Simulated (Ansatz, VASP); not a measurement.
**BAs: VASP beside Ansatz**

```xyz
2
Lattice="0.0000 2.2676 2.2676 2.2676 0.0000 2.2676 2.2676 2.2676 0.0000" Properties=species:S:1:pos:R:3 pbc="T T T"
B     0.0000    0.0000    0.0000
As    1.1338    1.1338    1.1338
```

Change from the starting cell: volume scaled by 0.88, PAW files.

Alike in both runs: task single point; functional LDA; k mesh 15 × 15 × 15; occupations fermi-dirac, width 0.05 eV; no spin polarisation.

|  | VASP | Ansatz |
| --- | --- | --- |
| version | VASP 6.6.1 | Ansatz 0.2.0 |
| potentials or method | VASP PAW LDA potentials, release 64 (B, As) | PAW with Ansatz's default frozen-core files, scalar-relativistic |
| plane-wave cutoff (eV) | 520 | 420 |
| valence electrons in the cell | 8 | 18 |

|  | VASP | Ansatz | Ansatz less VASP |
| --- | --- | --- | --- |
| pressure (GPa) | 25.9 | 24.2 | -1.68 |

LDA's correlation is that of Perdew and Zunger in VASP and of Perdew and Wang (1992) in Ansatz. VASP's potentials hold 8 valence electrons a cell and Ansatz's 18, so a difference there can come from the potentials and not from the codes.
